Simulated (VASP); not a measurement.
Wanted: the native input for a VASP 6.6.1 run.

- Task: single point
- Functional: PBE
- Potentials or basis: VASP PAW PBE potentials, release 64 (Ga_d, Sb, As)
- Cutoff: 520 eV
- k mesh: 10 × 10 × 10
- Occupations: gaussian, width 0.1 eV
- Spin: no spin polarisation
- Dipole correction: no
- k mesh for the DOS: 15 × 15 × 15
- Occupations for the DOS: tetrahedron
- Further INCAR settings: ALGO = Fast; EDIFF = 1e-06; NBANDS = 46

The system is Ga4Sb3As.

```
Ga Sb As
1.0
    -3.04976    3.04976    6.08936
     3.04976   -3.04976    6.08936
     3.04976    3.04976   -6.08936
Ga Sb As
4 3 1
Direct
  0.64184 0.64184 0.52503
  0.11681 0.11681 0.47497
  0.88319 0.35816 0.00000
  0.35816 0.88319 0.00000
  0.50000 0.50000 0.00000
  0.75000 0.25000 0.50000
  0.25000 0.75000 0.50000
  0.00000 0.00000 0.00000
```

These files were run (other wordings do the same):

POSCAR

```
Ga4Sb3As
1.0
   -3.0497560000      3.0497560000      6.0893589000
    3.0497560000     -3.0497560000      6.0893589000
    3.0497560000      3.0497560000     -6.0893589000
Ga Sb As
4 3 1
Direct
    0.6418360000      0.6418360000      0.5250310000
    0.1168050000      0.1168050000      0.4749690000
    0.8831950000      0.3581640000      0.0000000000
    0.3581640000      0.8831950000      0.0000000000
    0.5000000000      0.5000000000      0.0000000000
    0.7500000000      0.2500000000      0.5000000000
    0.2500000000      0.7500000000      0.5000000000
    0.0000000000      0.0000000000      0.0000000000
```

INCAR.step1

```
  PREC = Accurate
  ENCUT = 520
  EDIFF = 1E-6
  ISMEAR = 0
  SIGMA = 0.1
  LREAL = False
  LASPH = True
  NELM = 80
  ALGO = Fast
  ISIF = 2
  LWAVE = False
  LCHARG = True
  GGA = PE
  NBANDS = 46
  KPAR = 4
```

KPOINTS.step1

```
Automatic mesh
0
Gamma
  10 10 10
```

INCAR.step2

```
  PREC = Accurate
  ENCUT = 520
  EDIFF = 1E-6
  ISMEAR = -5
  SIGMA = 0.1
  LREAL = False
  LASPH = True
  NELM = 80
  ALGO = Fast
  ISIF = 2
  LWAVE = False
  LCHARG = False
  GGA = PE
  LORBIT = 11
  NBANDS = 46
  NEDOS = 2001
  ICHARG = 11
  KPAR = 4
```

KPOINTS.step2

```
Automatic mesh
0
Gamma
  15 15 15
```

Potentials or basis: VASP PAW PBE potentials, release 64 (Ga_d, Sb, As).

Launch:

```sh
$ cat potpaw_PBE.64/Ga_d/POTCAR potpaw_PBE.64/Sb/POTCAR potpaw_PBE.64/As/POTCAR > POTCAR
$ cp INCAR.step1 INCAR
$ cp KPOINTS.step1 KPOINTS
$ mpirun -np 4 vasp_std > vasp.out
$ cp INCAR.step2 INCAR
$ cp KPOINTS.step2 KPOINTS
$ mpirun -np 4 vasp_std > vasp.out
```

It gave:

| Quantity | Value |
| --- | --- |
| Valence electrons inside the program's atomic spheres | Ga 11.60; Sb 2.47, 2.48 (each value once); As 2.77 |

Wall time 39 min on 4 MPI ranks on Oxide Virtual Turin-like Processor, with other jobs on the host, peak memory 2.2 GiB a rank.
